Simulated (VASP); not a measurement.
**Sn: single point with LDA**

The system is Sn.

```
Sn
1.0
     0.00000    3.23808    3.23808
     3.23808    0.00000    3.23808
     3.23808    3.23808    0.00000
Sn
2
Direct
  0.50000 0.50000 0.50000
  0.75000 0.75000 0.75000
```

```json
{"Program": "VASP 6.6.1", "Task": "single point", "Functional": "LDA", "Potentials or basis": "VASP PAW LDA potentials, release 64 (Sn_d)", "Cutoff": "520 eV", "k mesh": "9 × 9 × 9", "Occupations": "fermi-dirac, width 1 eV", "Spin": "no spin polarisation", "Dipole correction": "no", "Further INCAR settings": "ALGO = Normal; EDIFF = 1e-07; NBANDS = 21"}
```

```yaml
Pressure: 4.2 GPa
Band_gap_on_the_k_mesh: zero (band 14 reaches 5.43 eV, above the bottom of band 15 at 5.31 eV)
```

Levels at points of the mesh, in eV from the Fermi level:
```csv
k point,band 12,band 13,band 14,band 15,band 16,band 17
"(0.00, 0.00, 0.00)",-0.72,0.11,0.11,0.11,2.21,2.21
```

Wall time 31 s on 1 thread of Intel(R) Xeon(R) Platinum 8488C (Sapphire Rapids), with other jobs on the host, peak memory 0.18 GiB.

Caveat: spin-orbit coupling is left out, which moves the levels of the heavy elements.
